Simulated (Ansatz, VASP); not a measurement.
One calculation of Ga2H2O, two programs

```
H O Ga
1.0
     1.95217    3.38126    0.00000
    -1.95217    3.38126    0.00000
     0.00000    0.00000    4.22378
H O Ga
2 1 2
Direct
  0.33330 0.33340 0.12320
  0.66670 0.66660 0.87680
  0.00000 0.00000 0.00000
  0.33330 0.33340 0.46800
  0.66670 0.66660 0.53200
```

Alike in both runs: task single point; functional PBE; k mesh 10 × 10 × 8; no spin polarisation.

|  | VASP | Ansatz |
| --- | --- | --- |
| version | VASP 6.6.1 | Ansatz 0.2.0 |
| potentials or method | VASP PAW PBE potentials, release 64 (H, O, Ga_d), cutoff 520 eV | PAW plane waves |
| occupations | fermi-dirac, width 0.1 eV | fermi-dirac |
| valence electrons in the cell | 34 | 34 |

|  | VASP | Ansatz | Ansatz less VASP |
| --- | --- | --- | --- |
| pressure (GPa) | 17.2 | 17.3 | +0.09 |
| traceless stress, the component that is largest in VASP (GPa) | 0.37 | 0.70 | +0.324 |
| rms of the force components (eV/Å) | 1.207 | 1.226 | +0.0189 |

Atom by atom the forces differ by 0.022 eV/Å (rms over components). Ansatz's warnings: structure snapped to symmetry.
